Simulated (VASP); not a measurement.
# CsSnI3 (P4/mmm) in VASP: settings compared

CsSnI3 is run at these levels: r2SCAN, HSE06; tasks: single point.

Everything below comes from runs of VASP 6.6.1. Logs are shortened: lines on timing, memory, paths and dates and some standing lists are left out, and cuts for length are marked.

## (1) The cell of the first run

The structure is tetragonal, space group P4/mmm (No. 123). The conventional cell has a = 6.491 Å, b = 6.491 Å, c = 6.181 Å, α = 90.00°, β = 90.00°, γ = 90.00°. Cs (site symmetry 4/mmm) has 12 I at 4.48 to 4.59 Å and 8 Sn at 5.53 Å within 5.9 Å. Within 4.1 Å of Sn (site symmetry 4/mmm) lie 6 I at 3.09 to 3.25 Å. Within 4.1 Å of I (site symmetry 4/mmm) lie 2 Sn at 3.09 Å. Within 4.3 Å of I (site symmetry mmm) lie 2 Sn at 3.25 Å.

## (2) Single point, r2SCAN (epitaxial xy strain +4.0%)

Contents of POSCAR:

```
CsSnI3
1.0
    6.4911503330      0.0000000000      0.0000000000
    0.0000000000      6.4911503330      0.0000000000
    0.0000000000      0.0000000000      6.1807449835
Cs Sn I
1 1 3
Direct
    0.0000000000      0.0000000000      0.0000000000
    0.5000000000      0.5000000000      0.5000000000
    0.5000000000      0.5000000000      0.0000000000
    0.5000000000      0.0000000000      0.5000000000
    0.0000000000      0.5000000000      0.5000000000
```

Contents of INCAR.step1:

```
SYSTEM = CsSnI3
PREC     = Accurate       ! precision mode
ENCUT    = 520            ! plane-wave cutoff, eV
ISMEAR   = 0              ! smearing method
SIGMA    = 0.01           ! smearing width, eV
LREAL    = .FALSE.        ! projectors in reciprocal space
LASPH    = .TRUE.         ! aspherical terms in the spheres
NELM     = 100            ! most SCF steps
NBANDS   = 30             ! bands
GGA      = PE             ! functional
ALGO     = Normal         ! electronic algorithm
EDIFF    = 1E-4           ! SCF threshold, eV
LWAVE    = .TRUE.         ! write WAVECAR
LCHARG   = .FALSE.        ! write CHGCAR
```

Contents of INCAR.step2:

```
SYSTEM = CsSnI3
PREC     = Accurate       ! precision mode
ENCUT    = 520            ! plane-wave cutoff, eV
EDIFF    = 1E-6           ! SCF threshold, eV
ISMEAR   = 0              ! smearing method
SIGMA    = 0.01           ! smearing width, eV
LREAL    = .FALSE.        ! projectors in reciprocal space
LASPH    = .TRUE.         ! aspherical terms in the spheres
NELM     = 100            ! most SCF steps
ALGO     = Normal         ! electronic algorithm
ISIF     = 2              ! what is computed and relaxed
LWAVE    = .FALSE.        ! write WAVECAR
LCHARG   = .TRUE.         ! write CHGCAR
METAGGA  = R2SCAN         ! meta-GGA
LMIXTAU  = .TRUE.       
LELF     = .TRUE.         ! ELF
LVHAR    = .TRUE.       
NBANDS   = 30             ! bands
ISTART   = 1
```

Contents of KPOINTS:

```
Automatic mesh
0
G
  4 4 4
  0 0 0
```

Potentials or basis: VASP PAW PBE potentials, release 64 (Cs_sv, Sn_d, I).

The run is started by

```bash
> cat potpaw_PBE.64/Cs_sv/POTCAR potpaw_PBE.64/Sn_d/POTCAR potpaw_PBE.64/I/POTCAR > POTCAR
> cp INCAR.step1 INCAR
> mpirun -np 1 vasp_std > vasp.out
> cp INCAR.step2 INCAR
> mpirun -np 1 vasp_std > vasp.out
```

OUTCAR:

```text
SYSTEM = CsSnI3
   PREC = Accurate
   ENCUT = 520
   EDIFF = 1E-6
   ISMEAR = 0
   LREAL = .FALSE.
   LASPH = .TRUE.
   NELM = 100
   ISIF = 2
   METAGGA = R2SCAN
   ISTART = 1

 ion  position               nearest neighbor table
   1  0.000  0.000  0.000-
   2  0.500  0.500  0.500-   3 3.09   3 3.09   5 3.25   4 3.25   4 3.25   5 3.25
   3  0.500  0.500  0.000-   2 3.09   2 3.09
   4  0.500  0.000  0.500-   2 3.25   2 3.25
   5  0.000  0.500  0.500-   2 3.25   2 3.25

  LATTYP: Found a simple tetragonal cell.
 ALAT       =     6.4911503330
 C/A-ratio  =     0.9521802248

  Lattice vectors:

 A1 = (   6.4911503330,   0.0000000000,   0.0000000000)
 A2 = (   0.0000000000,   6.4911503330,   0.0000000000)
 A3 = (   0.0000000000,   0.0000000000,   6.1807449835)

Analysis of symmetry for initial positions (statically):
=====================================================================
 Subroutine PRICEL returns:
 Original cell was already a primitive cell.

 Routine SETGRP: Setting up the symmetry group for a
 simple tetragonal supercell.

 Subroutine GETGRP returns: Found 16 space group operations
 (whereof 16 operations were pure point group operations)
 out of a pool of 16 trial point group operations.

The static configuration has the point symmetry D_4h.

Analysis of symmetry for dynamics (positions and initial velocities):
=====================================================================
 Subroutine PRICEL returns:
 Original cell was already a primitive cell.

 Routine SETGRP: Setting up the symmetry group for a
 simple tetragonal supercell.

 Subroutine GETGRP returns: Found 16 space group operations
 (whereof 16 operations were pure point group operations)
 out of a pool of 16 trial point group operations.

The dynamic configuration has the point symmetry D_4h.

 Subroutine INISYM returns: Found 16 space group operations
 (whereof 16 operations are pure point group operations),
 and found     1 'primitive' translations

----------------------------------------------------------------------------------------

                                     Primitive cell

  volume of cell :     260.4259

  direct lattice vectors                    reciprocal lattice vectors
     6.491150333  0.000000000  0.000000000     0.154055899  0.000000000  0.000000000
     0.000000000  6.491150333  0.000000000     0.000000000  0.154055899  0.000000000
     0.000000000  0.000000000  6.180744984     0.000000000  0.000000000  0.161792794

  length of vectors
     6.491150333  6.491150333  6.180744984     0.154055899  0.154055899  0.161792794

  position of ions in fractional coordinates (direct lattice)
     0.000000000  0.000000000  0.000000000
     0.500000000  0.500000000  0.500000000
     0.500000000  0.500000000  0.000000000
     0.500000000  0.000000000  0.500000000
     0.000000000  0.500000000  0.500000000

  ion indices of the primitive-cell ions
   primitive index   ion index
                 1           1
                 2           2
                 3           3
                 4           4
                 5           5

----------------------------------------------------------------------------------------

 KPOINTS: Automatic mesh

Automatic generation of k-mesh.
 Grid dimensions read from file:
 generate k-points for:    4    4    4

 Generating k-lattice:

  Cartesian coordinates                     Fractional coordinates (reciprocal lattice)
     0.038513975  0.000000000  0.000000000     0.250000000  0.000000000  0.000000000
     0.000000000  0.038513975  0.000000000     0.000000000  0.250000000  0.000000000
     0.000000000  0.000000000  0.040448199     0.000000000  0.000000000  0.250000000

  Length of vectors
     0.038513975  0.038513975  0.040448199

  Shift w.r.t. Gamma in fractional coordinates (k-lattice)
     0.000000000  0.000000000  0.000000000

 Subroutine IBZKPT returns following result:
 ===========================================

 Found     18 irreducible k-points:

 Following reciprocal coordinates:
            Coordinates               Weight
  0.000000  0.000000  0.000000      1.000000
  0.250000  0.000000  0.000000      4.000000
  0.500000  0.000000  0.000000      2.000000
  0.250000  0.250000  0.000000      4.000000
  0.500000  0.250000  0.000000      4.000000
  0.500000  0.500000  0.000000      1.000000
[... 10 lines left out ...]
  0.500000  0.250000  0.500000      4.000000
  0.500000  0.500000  0.500000      1.000000
   k-points           NKPTS =     18   k-points in BZ     NKDIM =     18   number of bands    NBANDS=     30
   number of dos      NEDOS =    301   number of ions     NIONS =      5
   total plane-waves  NPLWV = 110592
   dimension x,y,z NGX =    48 NGY =   48 NGZ =   48
   dimension x,y,z NGXF=    96 NGYF=   96 NGZF=   96
   ions per type =               1   1   3
   NGX,Y,Z   is equivalent  to a cutoff of  12.29, 12.29, 12.91 a.u.
   NGXF,Y,Z  is equivalent  to a cutoff of  24.59, 24.59, 25.82 a.u.
[... 30 lines left out ...]
     AMIX_MAG =   1.60;   BMIX_MAG =  1.00
  volume/ion in A,a.u.               =      52.09       351.49
  Fermi-wavevector in a.u.,A,eV,Ry     =   0.905033  1.710264 11.144320  0.819084
  Thomas-Fermi vector in A             =   2.028552
   LORBIT       =      0    0 simple, 1 ext, 2 COOP (PROOUT), +10 PAW based schemes
   METAGGA = R2SCAN    functional components
   LHFCALC =     F    Hartree Fock is set to
   AEXX    =    0.0000 exact exchange contribution
   IVDW    =     0    specifies the selected vdW correction
   LEPSILON=     F    determine dielectric tensor
   LRPA    =     F    only Hartree local field effects (RPA)
 non-spin polarized calculation
 Gauss-broadening in eV      SIGMA  =   0.01
  energy-cutoff  :      520.00
  volume of cell :      260.43
 maximum number of plane-waves:      7040
   NGX = 25   NGY = 25   NGZ = 23

 number of electron      44.0000011 magnetization

 Free energy of the ion-electron system (eV)
  ---------------------------------------------------
  ext. energy  EPLUGINS =         0.00000000
  ---------------------------------------------------
  free energy    TOTEN  =      -128.53880303 eV

  energy without entropy =     -128.53880303  energy(sigma->0) =     -128.53880303

 E-fermi :   1.8475     XC(G=0):  -7.5328

 val. band max:        1.7992363474   @ k =   0.5000   0.5000   0.5000
 cond. band min:       2.4720294080   @ k =   0.5000   0.5000   0.5000
 fundamental gap:      0.6727930605
 Fermi energy:         1.8475325408

 k-point     1 :       0.0000    0.0000    0.0000
  band No.  band energies     occupation
      1     -20.9550      2.00000
      2     -20.9061      2.00000
      3     -20.9042      2.00000
      4     -20.8952      2.00000
      5     -20.8850      2.00000
      6     -20.8850      2.00000
[... 22 lines left out ...]
     29       6.2892      0.00000
     30       6.2892      0.00000

 k-point     2 :       0.2500    0.0000    0.0000
  band No.  band energies     occupation
      1     -20.9550      2.00000
      2     -20.9058      2.00000
      3     -20.9041      2.00000
      4     -20.8953      2.00000
      5     -20.8851      2.00000
      6     -20.8850      2.00000
[... 22 lines left out ...]
     29       6.5644      0.00000
     30       6.5940      0.00000

 k-point     3 :       0.5000    0.0000    0.0000
  band No.  band energies     occupation
      1     -20.9548      2.00000
      2     -20.9056      2.00000
      3     -20.9040      2.00000
      4     -20.8953      2.00000
      5     -20.8851      2.00000
      6     -20.8850      2.00000
[... 22 lines left out ...]
     29       6.9309      0.00000
     30       6.9380      0.00000

 k-point     4 :       0.2500    0.2500    0.0000
  band No.  band energies     occupation
      1     -20.9549      2.00000
      2     -20.9055      2.00000
      3     -20.9040      2.00000
      4     -20.8953      2.00000
      5     -20.8851      2.00000
      6     -20.8851      2.00000
[... 418 lines left out ...]
     29       7.1652      0.00000
     30       7.1970      0.00000

 k-point    17 :       0.5000    0.2500    0.5000
  band No.  band energies     occupation
      1     -20.9544      2.00000
      2     -20.9052      2.00000
      3     -20.9021      2.00000
      4     -20.8954      2.00000
      5     -20.8853      2.00000
      6     -20.8852      2.00000
[... 22 lines left out ...]
     29       6.8309      0.00000
     30       7.3844      0.00000

 k-point    18 :       0.5000    0.5000    0.5000
  band No.  band energies     occupation
      1     -20.9543      2.00000
      2     -20.9049      2.00000
      3     -20.9020      2.00000
      4     -20.8954      2.00000
      5     -20.8853      2.00000
      6     -20.8853      2.00000
[... 22 lines left out ...]
     29       6.5817      0.00000
     30       7.5898      0.00000

------------------------ aborting loop because EDIFF is reached ----------------------------------------

  FORCE on cell =-STRESS in cart. coord.  units (eV):
  Direction    XX          YY          ZZ          XY          YZ          ZX
  --------------------------------------------------------------------------------------
  -------------------------------------------------------------------------------------
  Total       -2.3067925     -2.3067925      0.0212863      0.0000000     -0.0000000      0.0000000
  in kB      -14.1917172    -14.1917172      0.1309564      0.0000000     -0.0000000      0.0000000
  external PRESSURE =      -9.4174927 kB  Pullay stress =       0.0000000 kB

 VOLUME and BASIS-vectors are now :
 -----------------------------------------------------------------------------
  energy-cutoff  :      520.00
  volume of cell :      260.43
      direct lattice vectors                 reciprocal lattice vectors
     6.491150333  0.000000000  0.000000000     0.154055899  0.000000000  0.000000000
     0.000000000  6.491150333  0.000000000     0.000000000  0.154055899  0.000000000
     0.000000000  0.000000000  6.180744984     0.000000000  0.000000000  0.161792794

 POSITION                                       TOTAL-FORCE (eV/Angst)
 -----------------------------------------------------------------------------------
      0.00000      0.00000      0.00000         0.000000      0.000000      0.000000
      3.24558      3.24558      3.09037         0.000000      0.000000      0.000000
      3.24558      3.24558      0.00000         0.000000      0.000000      0.000000
      3.24558      0.00000      3.09037         0.000000      0.000000      0.000000
      0.00000      3.24558      3.09037         0.000000      0.000000      0.000000
 -----------------------------------------------------------------------------------
    total drift:                                0.000000     -0.000000     -0.000000

  FREE ENERGIE OF THE ION-ELECTRON SYSTEM (eV)
  ---------------------------------------------------
  free  energy   TOTEN  =      -128.5388030320 eV

  energy  without entropy=     -128.5388030320  energy(sigma->0) =     -128.53880303
```

Wall time 3.5 min (1 thread of AMD EPYC 9R45 (Zen 5), shared host); peak memory 0.42 GiB.

What came out:

```yaml
Free_energy: -128.5388 eV
Pressure: -0.9 GPa
Band_gap_on_the_k_mesh: 0.67 eV
```

Caveat: the cell differs from its parent crystal (epitaxial xy strain +4.0%); the PAW data sets were made with another functional, which shifts forces and pressure a little; spin-orbit coupling is left out, which moves the levels of the heavy elements. A k mesh can miss the band edges.

## (3) Single point, HSE06 (epitaxial xy strain -4.0%)

POSCAR: that of step 2 with these lines changed.

```diff
@@ -2,5 +2,5 @@
 1.0
-    6.4911503330      0.0000000000      0.0000000000
-    0.0000000000      6.4911503330      0.0000000000
-    0.0000000000      0.0000000000      6.1807449835
+    5.9918310766      0.0000000000      0.0000000000
+    0.0000000000      5.9918310766      0.0000000000
+    0.0000000000      0.0000000000      6.3096413844
 Cs Sn I
```

Contents of INCAR.step1:

```
  ALGO = Normal
  EDIFF = 1E-5
  ENCUT = 520
  GGA = PE
  ISIF = 2
  ISMEAR = -1
  LASPH = True
  LCHARG = False
  LREAL = False
  LWAVE = True
  NBANDS = 30
  NELM = 80
  PREC = Accurate
  SIGMA = 0.02
```

Contents of INCAR.step2:

```
  ALGO = Normal
  EDIFF = 1E-7
  ENCUT = 520
  GGA = PE
  HFSCREEN = 0.2079
  ISIF = 2
  ISMEAR = -1
  ISTART = 1
  LASPH = True
  LCHARG = False
  LHFCALC = True
  LREAL = False
  LWAVE = False
  NBANDS = 30
  NELM = 80
  PREC = Accurate
  PRECFOCK = Fast
  SIGMA = 0.02
```

Contents of KPOINTS:

```
k-points
0
Gamma
  2 2 2
```

Potentials or basis: VASP PAW PBE potentials, release 64 (Cs_sv, Sn_d, I).

The run is started by

```bash
> cat potpaw_PBE.64/Cs_sv/POTCAR potpaw_PBE.64/Sn_d/POTCAR potpaw_PBE.64/I/POTCAR > POTCAR
> cp INCAR.step1 INCAR
> mpirun -np 1 vasp_std > vasp.out
> cp INCAR.step2 INCAR
> mpirun -np 1 vasp_std > vasp.out
```

Run time: 3.2 min. Hardware: 1 thread of Intel Xeon 6975P-C (Granite Rapids), shared host; peak memory 0.45 GiB.

The run converged. Its results:

```yaml
Free_energy: -15.5052 eV
Pressure: 3.2 GPa
Band_gap_on_the_k_mesh: 0.21 eV
```

Stress tensor (GPa, compression positive):
```
4.13 0.00 0.00
0.00 4.13 0.00
0.00 0.00 1.42
```

Levels at points of the mesh, in eV from the valence-band top:
| k point | band 18 | band 19 | band 20 | band 21 | band 22 | band 23 | band 24 | band 25 | band 26 | band 27 |
| --- | --- | --- | --- | --- | --- | --- | --- | --- | --- | --- |
| (0.00, 0.00, 0.00) | -3.08 | -3.08 | -2.89 | -2.89 | -2.82 | 2.51 | 3.26 | 3.40 | 3.58 | 3.58 |
| (0.50, 0.00, 0.00) | -3.42 | -3.30 | -3.07 | -3.00 | -1.85 | 1.38 | 4.27 | 4.30 | 4.34 | 4.50 |
| (0.50, 0.50, 0.00) | -3.40 | -3.40 | -3.27 | -2.31 | -0.74 | 0.98 | 0.98 | 3.90 | 4.66 | 4.87 |
| (0.00, 0.00, 0.50) | -3.29 | -3.27 | -3.02 | -3.02 | -2.28 | 1.27 | 4.07 | 4.25 | 4.42 | 4.52 |
| (0.50, 0.00, 0.50) | -3.49 | -3.39 | -3.26 | -2.44 | -1.11 | 0.83 | 1.14 | 4.60 | 4.83 | 4.92 |
| (0.50, 0.50, 0.50) | -3.24 | -2.42 | -2.42 | -2.29 | 0.00 | 0.21 | 0.60 | 0.60 | 3.27 | 4.26 |

Caveat: the k points lie up to 0.52 Å⁻¹ apart; the cell differs from its parent crystal (epitaxial xy strain -4.0%); the PAW data sets were made with another functional, which shifts forces and pressure a little; spin-orbit coupling is left out, which moves the levels of the heavy elements. A k mesh can miss the band edges.

## (4) Single point, HSE06 (epitaxial xy strain +4.0%)

POSCAR: that of step 3 with these lines changed.

```diff
@@ -2,5 +2,5 @@
 1.0
-    5.9918310766      0.0000000000      0.0000000000
-    0.0000000000      5.9918310766      0.0000000000
-    0.0000000000      0.0000000000      6.3096413844
+    6.4911503330      0.0000000000      0.0000000000
+    0.0000000000      6.4911503330      0.0000000000
+    0.0000000000      0.0000000000      6.1807449835
 Cs Sn I
```

Contents of INCAR.step1:

```
PREC = Accurate
ENCUT = 520
EDIFF = 1E-5
ISMEAR = 0
SIGMA = 0.01
LREAL = False
LASPH = True
NELM = 60
ALGO = Normal
ISIF = 2
LWAVE = True
NBANDS = 30
GGA = PE
```

Contents of INCAR.step2:

```
PREC = Accurate
ENCUT = 520
EDIFF = 1E-6
ISMEAR = 0
SIGMA = 0.01
LREAL = False
LASPH = True
NELM = 60
ALGO = Normal
ISIF = 2
LWAVE = False
LCHARG = True
GGA = PE
LHFCALC = True
HFSCREEN = 0.2079
PRECFOCK = Fast
LELF = True
LVHAR = True
NBANDS = 30
ISTART = 1
```

Contents of KPOINTS:

```
Automatic mesh
0
Gamma
  2 2 2
```

The run is started by

```bash
> cat potpaw_PBE.64/Cs_sv/POTCAR potpaw_PBE.64/Sn_d/POTCAR potpaw_PBE.64/I/POTCAR > POTCAR
> cp INCAR.step1 INCAR
> mpirun -np 1 vasp_std > vasp.out
> cp INCAR.step2 INCAR
> mpirun -np 1 vasp_std > vasp.out
```

Wall time 12 min (1 thread of Oxide Virtual Turin-like, shared host); peak memory 0.43 GiB.

The run converged. Its results:

| Item | Value |
| --- | --- |
| Free energy | -15.8312 eV |
| Pressure | 0.2 GPa |
| Band gap on the k mesh | 1.01 eV |

Stress tensor (GPa, compression positive):
```
-0.36  0.00  0.00
 0.00 -0.36  0.00
 0.00  0.00  1.32
```

Levels at points of the mesh, in eV from the valence-band top:
```csv
k point,band 18,band 19,band 20,band 21,band 22,band 23,band 24,band 25,band 26,band 27
"(0.00, 0.00, 0.00)",-2.10,-2.05,-1.96,-1.93,-1.93,3.23,4.29,4.39,4.56,4.70
"(0.50, 0.00, 0.00)",-2.25,-2.21,-2.05,-2.03,-1.55,1.83,4.63,4.74,4.94,5.31
"(0.50, 0.50, 0.00)",-2.30,-2.30,-2.30,-1.60,-0.91,1.55,1.55,5.29,5.30,5.50
"(0.00, 0.00, 0.50)",-2.41,-2.21,-2.05,-2.05,-1.26,1.91,4.64,4.64,4.84,4.96
"(0.50, 0.00, 0.50)",-2.38,-2.34,-2.33,-1.53,-0.61,1.39,1.65,4.37,5.27,5.50
"(0.50, 0.50, 0.50)",-2.28,-1.58,-1.52,-1.52,0.00,1.01,1.01,1.31,4.11,5.06
```

Caveat: the k points lie up to 0.51 Å⁻¹ apart; the cell differs from its parent crystal (epitaxial xy strain +4.0%); the PAW data sets were made with another functional, which shifts forces and pressure a little; spin-orbit coupling is left out, which moves the levels of the heavy elements.

## (5) Summary

```tsv
level	cell	k mesh	smearing	grid for exact exchange (PRECFOCK)	share of exact exchange	screening parameter	gap on the mesh (eV)	pressure (GPa)
r2SCAN	a = 6.491, b = 6.491, c = 6.181 Å, 5 atoms	4 × 4 × 4	gaussian 0.01 eV	-	-	-	0.67	-0.9
HSE06	a = 5.992, b = 5.992, c = 6.310 Å, 5 atoms	2 × 2 × 2	fermi-dirac 0.02 eV	Fast	0.25	0.2079 1/Å	0.21	3.2
HSE06	a = 6.491, b = 6.491, c = 6.181 Å, 5 atoms	2 × 2 × 2	gaussian 0.01 eV	Fast	0.25	0.2079 1/Å	1.01	0.2
```

Alike in all rows: task single point; potentials or basis VASP PAW PBE potentials, release 64 (Cs_sv, Sn_d, I); no spin polarisation; cutoff (eV) 520.

Caveats: some runs use coarse meshes; the PAW data sets were made with another functional, which shifts forces and pressure a little; spin-orbit coupling is left out, which moves the levels of the heavy elements.

Absolute energies hang on the potentials; compare differences alone.
